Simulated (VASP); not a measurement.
# KCl (P1) in VASP: single point with r2SCAN

Aim: the single point of KCl with r2SCAN.

Everything below comes from runs of VASP 6.6.1. Logs are shortened: lines on timing, memory, paths and dates and some standing lists are left out, and cuts for length are marked.

### Step 1. The cell of the first run

The typed cell holds 16 atoms: a = 8.967 Å, b = 8.967 Å, c = 8.967 Å, α = 60.00°, β = 60.00°, γ = 60.00°.

### Step 2. Single point, r2SCAN

POSCAR reads:

```
KCl
1.0
    0.0000000000      6.3403290000      6.3403290000
    6.3403290000      0.0000000000      6.3403290000
    6.3403290000      6.3403290000      0.0000000000
K Cl
8 8
Direct
    0.0014176709     -0.0338718227      0.0252419867
   -0.0098424703      0.0130154918      0.5056880329
   -0.0118556151      0.5282958503     -0.0467545927
   -0.0033805817      0.4730681957      0.5060270532
    0.5171720584     -0.0132641382     -0.0082979921
    0.4936724104      0.0150521369      0.4843888227
    0.5074428314      0.4957164683     -0.0074254033
    0.5015244477      0.5356140036      0.4751900099
    0.2929818784      0.2394668321      0.2489806917
    0.2678775817      0.2225610059      0.7731038878
    0.2159541721      0.7504037251      0.2566637315
    0.2609751008      0.7178129084      0.7500746412
    0.7494044079      0.2421151174      0.2666979111
    0.7203636436      0.2771114086      0.7361050980
    0.7456721094      0.7836393821      0.2084345308
    0.7312692291      0.7743335559      0.7783021197
```

INCAR.step1 reads:

```
SYSTEM = KCl
ALGO = Normal
EDIFF = 1E-4
ENCUT = 520
GGA = PE
ISMEAR = -1
LASPH = .TRUE.
LCHARG = .FALSE.
LREAL = Auto
LWAVE = .TRUE.
NBANDS = 78
NELM = 100
PREC = Accurate
SIGMA = 0.146
```

INCAR.step2 reads:

```
SYSTEM = KCl
ALGO = Normal
EDIFF = 1E-6
ENCUT = 520
ISIF = 2
ISMEAR = -1
ISTART = 1
LASPH = .TRUE.
LCHARG = .TRUE.
LELF = .TRUE.
LMIXTAU = .TRUE.
LREAL = Auto
LVHAR = .TRUE.
LWAVE = .FALSE.
METAGGA = R2SCAN
NBANDS = 78
NELM = 100
PREC = Accurate
SIGMA = 0.146
```

KPOINTS reads:

```
k-points
0
G
  2 2 2
  0 0 0
```

Potentials or basis: VASP PAW PBE potentials, release 64 (K_sv, Cl).

Run with:

```
cat potpaw_PBE.64/K_sv/POTCAR potpaw_PBE.64/Cl/POTCAR > POTCAR
cp INCAR.step1 INCAR
mpirun -np 1 vasp_std > vasp.out
cp INCAR.step2 INCAR
mpirun -np 1 vasp_std > vasp.out
```

OUTCAR:

```text
SYSTEM = KCl
   EDIFF = 1E-6
   ENCUT = 520
   ISIF = 2
   ISMEAR = -1
   ISTART = 1
   LASPH = .TRUE.
   LREAL = Auto
   METAGGA = R2SCAN
   NELM = 100
   PREC = Accurate

 ion  position               nearest neighbor table
   1  0.001  0.966  0.025-  15 2.82  11 2.83
   2  0.990  0.013  0.506-  13 3.04  14 3.15  16 3.16
   3  0.988  0.528  0.953-  16 2.78  12 2.97  10 3.15
   4  0.997  0.473  0.506-  14 3.02   9 3.15  11 3.16
   5  0.517  0.987  0.992-  16 2.70  15 2.83  10 2.97  14 3.15
   6  0.494  0.015  0.484-   9 2.77  13 3.07  10 3.17  15 3.22
   7  0.507  0.496  0.993-   9 3.00  14 3.02  12 3.11  16 3.21
   8  0.502  0.536  0.475-  12 2.93  14 3.05  15 3.13  13 3.21  11 3.23
   9  0.293  0.239  0.249-   6 2.77   7 3.00   4 3.15
  10  0.268  0.223  0.773-   5 2.97   3 3.15   6 3.17
  11  0.216  0.750  0.257-   1 2.83   4 3.16   8 3.23
  12  0.261  0.718  0.750-   8 2.93   3 2.97   7 3.11
  13  0.749  0.242  0.267-   2 3.04   6 3.07   8 3.21
  14  0.720  0.277  0.736-   4 3.02   7 3.02   8 3.05   2 3.15   5 3.15
  15  0.746  0.784  0.208-   1 2.82   5 2.83   8 3.13   6 3.22
  16  0.731  0.774  0.778-   5 2.70   3 2.78   2 3.16   7 3.21

  LATTYP: Found a face centered cubic cell.
 ALAT       =    12.6806580000

  Lattice vectors:

 A1 = (   0.0000000000,   6.3403290000,   6.3403290000)
 A2 = (   6.3403290000,   0.0000000000,   6.3403290000)
 A3 = (   6.3403290000,   6.3403290000,   0.0000000000)

Analysis of symmetry for initial positions (statically):
=====================================================================
 Subroutine PRICEL returns:
 Original cell was already a primitive cell.

 Routine SETGRP: Setting up the symmetry group for a
 face centered cubic supercell.

 Subroutine GETGRP returns: Found  1 space group operations
 (whereof  1 operations were pure point group operations)
 out of a pool of 48 trial point group operations.

The static configuration has the point symmetry C_1 .

Analysis of symmetry for dynamics (positions and initial velocities):
=====================================================================
 Subroutine PRICEL returns:
 Original cell was already a primitive cell.

 Routine SETGRP: Setting up the symmetry group for a
 face centered cubic supercell.

 Subroutine GETGRP returns: Found  1 space group operations
 (whereof  1 operations were pure point group operations)
 out of a pool of 48 trial point group operations.

The dynamic configuration has the point symmetry C_1 .

 Subroutine INISYM returns: Found  1 space group operations
 (whereof  1 operations are pure point group operations),
 and found     1 'primitive' translations

----------------------------------------------------------------------------------------

                                     Primitive cell

  volume of cell :     509.7596

  direct lattice vectors                    reciprocal lattice vectors
     0.000000000  6.340329000  6.340329000    -0.078860261  0.078860261  0.078860261
     6.340329000  0.000000000  6.340329000     0.078860261 -0.078860261  0.078860261
     6.340329000  6.340329000  0.000000000     0.078860261  0.078860261 -0.078860261

  length of vectors
     8.966579262  8.966579262  8.966579262     0.136589979  0.136589979  0.136589979

  position of ions in fractional coordinates (direct lattice)
     0.001417671  0.966128177  0.025241987
     0.990157530  0.013015492  0.505688033
     0.988144385  0.528295850  0.953245407
     0.996619418  0.473068196  0.506027053
     0.517172058  0.986735862  0.991702008
     0.493672410  0.015052137  0.484388823
[... 8 lines left out ...]
     0.745672109  0.783639382  0.208434531
     0.731269229  0.774333556  0.778302120

  ion indices of the primitive-cell ions
   primitive index   ion index
                 1           1
                 2           2
                 3           3
                 4           4
                 5           5
                 6           6
[... 8 lines left out ...]
                15          15
                16          16

----------------------------------------------------------------------------------------

 KPOINTS: k-points

Automatic generation of k-mesh.
 Grid dimensions read from file:
 generate k-points for:    2    2    2

 Generating k-lattice:

  Cartesian coordinates                     Fractional coordinates (reciprocal lattice)
    -0.039430131  0.039430131  0.039430131     0.500000000  0.000000000  0.000000000
     0.039430131 -0.039430131  0.039430131     0.000000000  0.500000000  0.000000000
     0.039430131  0.039430131 -0.039430131     0.000000000  0.000000000  0.500000000

  Length of vectors
     0.068294989  0.068294989  0.068294989

  Shift w.r.t. Gamma in fractional coordinates (k-lattice)
     0.000000000  0.000000000  0.000000000

 Subroutine IBZKPT returns following result:
 ===========================================

 Found      8 irreducible k-points:

 Following reciprocal coordinates:
            Coordinates               Weight
  0.000000  0.000000  0.000000      1.000000
  0.500000  0.000000  0.000000      1.000000
  0.000000  0.500000  0.000000      1.000000
  0.000000  0.000000  0.500000      1.000000
  0.500000  0.500000  0.500000      1.000000
  0.500000  0.500000  0.000000      1.000000
  0.000000  0.500000  0.500000      1.000000
  0.500000  0.000000  0.500000      1.000000
   k-points           NKPTS =      8   k-points in BZ     NKDIM =      8   number of bands    NBANDS=     78
   number of dos      NEDOS =    301   number of ions     NIONS =     16
   total plane-waves  NPLWV = 343000
   dimension x,y,z NGX =    70 NGY =   70 NGZ =   70
   dimension x,y,z NGXF=   140 NGYF=  140 NGZF=  140
   ions per type =               8   8
   NGX,Y,Z   is equivalent  to a cutoff of  12.98, 12.98, 12.98 a.u.
   NGXF,Y,Z  is equivalent  to a cutoff of  25.96, 25.96, 25.96 a.u.
 SYSTEM =  KCl
   PREC   = accura    normal or accurate (medium, high low for compatibility)
   ISTART =      1    job   : 0-new  1-cont  2-samecut
   ICHARG =      0    charge: 1-file 2-atom 10-const
   ISPIN  =      1    spin polarized calculation?
   LNONCOLLINEAR =      F non collinear calculations
   LSORBIT =      F    spin-orbit coupling
   LASPH  =      T    aspherical Exc in radial PAW
   ENCUT  =  520.0 eV  38.22 Ry    6.18 a.u.  16.67 16.67 16.67*2*pi/ulx,y,z
   NELM   =    100;   NELMIN=  2; NELMDL=  0     # of ELM steps
   EDIFF  = 0.1E-05   stopping-criterion for ELM
   LREAL  =      T    real-space projection
   EDIFFG = 0.1E-04   stopping-criterion for IOM
   NSW    =      0    number of steps for IOM
   IBRION =     -1    ionic relax: 0-MD 1-quasi-New 2-CG
   NFREE  =      0    steps in history (QN), initial steepest desc. (CG)
   ISIF   =      2    stress and relaxation
   ISYM   =      2    0-nonsym 1-usesym 2-fastsym
   POTIM  = 0.5000    time-step for ionic-motion
   TEBEG  =    0.0;   TEEND  =   0.0 temperature during run
   PSTRESS=    0.0 pullay stress
   NELECT =     128.0000    total number of electrons
   NUPDOWN=      -1.0000    fix difference up-down
   EMIN   =  10.00;   EMAX   =-10.00  energy-range for DOS
   EFERMI =   0.00;   METHOD = LEGACY
   ISMEAR =    -1;   SIGMA  =   0.15  broadening in eV -4-tet -1-fermi 0-gaus
   EFERMI_NEDOS =   21; number of points for ismear=-14 and -15
   IALGO  =     38    algorithm
   IMIX   =      4    mixing-type and parameters
     AMIX     =   0.40;   BMIX     =  1.00
     AMIX_MAG =   1.60;   BMIX_MAG =  1.00
  volume/ion in A,a.u.               =      31.86       215.00
  Fermi-wavevector in a.u.,A,eV,Ry     =   1.032816  1.951740 14.513460  1.066709
  Thomas-Fermi vector in A             =   2.167032
   LORBIT       =      0    0 simple, 1 ext, 2 COOP (PROOUT), +10 PAW based schemes
   METAGGA = R2SCAN    functional components
   LHFCALC =     F    Hartree Fock is set to
   AEXX    =    0.0000 exact exchange contribution
   IVDW    =     0    specifies the selected vdW correction
   LEPSILON=     F    determine dielectric tensor
   LRPA    =     F    only Hartree local field effects (RPA)
 non-spin polarized calculation
  energy-cutoff  :      520.00
  volume of cell :      509.76
 maximum number of plane-waves:     13762
 NGX is ok and might be reduce to    70
   NGX = 33   NGY = 33   NGZ = 33

 number of electron     128.0000000 magnetization

 Free energy of the ion-electron system (eV)
  ---------------------------------------------------
  ext. energy  EPLUGINS =         0.00000000
  ---------------------------------------------------
  free energy    TOTEN  =      -130.80634818 eV

  energy without entropy =     -130.80634813  energy(sigma->0) =     -130.80634816

 E-fermi :   0.7778     XC(G=0):  -7.8207

 val. band max:       -2.2031282771   @ k =   0.0000   0.0000   0.0000
 cond. band min:       3.3216125364   @ k =   0.0000   0.0000   0.0000
 fundamental gap:      5.5247408135
 Fermi energy:         0.7777704268

 k-point     1 :       0.0000    0.0000    0.0000
  band No.  band energies     occupation
      1     -31.1132      2.00000
      2     -30.8379      2.00000
      3     -30.6467      2.00000
      4     -30.6286      2.00000
      5     -30.6052      2.00000
      6     -30.5869      2.00000
[... 68 lines left out ...]
     75       6.5619      0.00000
     76       6.6044      0.00000

 k-point     2 :       0.5000    0.0000    0.0000
  band No.  band energies     occupation
      1     -31.1132      2.00000
      2     -30.8379      2.00000
      3     -30.6465      2.00000
      4     -30.6287      2.00000
      5     -30.6052      2.00000
      6     -30.5869      2.00000
[... 68 lines left out ...]
     75       6.2432      0.00000
     76       6.3597      0.00000

 k-point     3 :       0.0000    0.5000    0.0000
  band No.  band energies     occupation
      1     -31.1132      2.00000
      2     -30.8379      2.00000
      3     -30.6467      2.00000
      4     -30.6286      2.00000
      5     -30.6051      2.00000
      6     -30.5870      2.00000
[... 384 lines left out ...]
     75       6.1981      0.00000
     76       6.2375      0.00000

 k-point     8 :       0.5000    0.0000    0.5000
  band No.  band energies     occupation
      1     -31.1132      2.00000
      2     -30.8378      2.00000
      3     -30.6466      2.00000
      4     -30.6285      2.00000
      5     -30.6052      2.00000
      6     -30.5870      2.00000
[... 68 lines left out ...]
     75       6.1912      0.00000
     76       6.3326      0.00000
 [bands above 76 left out]

------------------------ aborting loop because EDIFF is reached ----------------------------------------

  FORCE on cell =-STRESS in cart. coord.  units (eV):
  Direction    XX          YY          ZZ          XY          YZ          ZX
  --------------------------------------------------------------------------------------
  -------------------------------------------------------------------------------------
  Total        1.6197786      5.3312476      0.5727977     -0.1644340      0.4386647     -0.0952960
  in kB        5.0909737     16.7561431      1.8003067     -0.5168171      1.3787259     -0.2995158
  external PRESSURE =       7.8824745 kB  Pullay stress =       0.0000000 kB

 VOLUME and BASIS-vectors are now :
 -----------------------------------------------------------------------------
  energy-cutoff  :      520.00
  volume of cell :      509.76
      direct lattice vectors                 reciprocal lattice vectors
     0.000000000  6.340329000  6.340329000    -0.078860261  0.078860261  0.078860261
     6.340329000  0.000000000  6.340329000     0.078860261 -0.078860261  0.078860261
     6.340329000  6.340329000  0.000000000     0.078860261  0.078860261 -0.078860261

 POSITION                                       TOTAL-FORCE (eV/Angst)
 -----------------------------------------------------------------------------------
      6.28561      0.16903      6.13456         0.040044     -0.458617      0.728438
      3.28875      9.48415      6.36045        -0.150823      0.032216      0.053885
      9.39346     12.30905      9.61473        -0.113268      0.948659     -0.290321
      6.20779      9.52727      9.31830         0.053832      0.035249      0.302679
     12.54395      9.56676      9.53527         1.128659     -0.524225     -0.071424
      3.16662      6.20123      3.22548         0.084186      0.821839     -0.095868
[... 8 lines left out ...]
      6.29008      6.04935      9.69634        -0.004386      0.703885     -0.600513
      9.84422      9.57118      9.54602        -1.217093     -0.699767     -0.082541
 -----------------------------------------------------------------------------------
    total drift:                               -0.005627      0.003298      0.003186

  FREE ENERGIE OF THE ION-ELECTRON SYSTEM (eV)
  ---------------------------------------------------
  free  energy   TOTEN  =      -130.8063481759 eV

  energy  without entropy=     -130.8063481348  energy(sigma->0) =     -130.80634816
```

Run time: 21 min. Hardware: 1 thread of Intel Xeon Platinum 8559C (Emerald Rapids), shared host; peak memory 0.85 GiB.

Results:

| Item | Value |
| --- | --- |
| Free energy | -130.8063 eV |
| Pressure | 0.8 GPa |
| Largest force | 1.406 eV/Å |
| Band gap on the k mesh | 5.52 eV |

Forces on the atoms (eV/Å):
```
K    0.040 -0.459  0.728
K   -0.151  0.032  0.054
K   -0.113  0.949 -0.290
K    0.054  0.035  0.303
K    1.129 -0.524 -0.071
K    0.084  0.822 -0.096
K    0.201  0.053  0.044
K   -0.356 -0.074 -0.280
Cl   0.117 -0.792 -0.381
Cl   0.009 -0.599 -0.075
Cl   0.015  0.642  0.059
Cl   0.442 -0.188  0.337
Cl  -0.063 -0.212  0.244
Cl  -0.186  0.311  0.107
Cl  -0.004  0.704 -0.601
Cl  -1.217 -0.700 -0.083
```

Caveat: the k points lie up to 0.43 Å⁻¹ apart; the atoms stand as in a frame of molecular dynamics; the PAW data sets were made with another functional, which shifts forces and pressure a little.
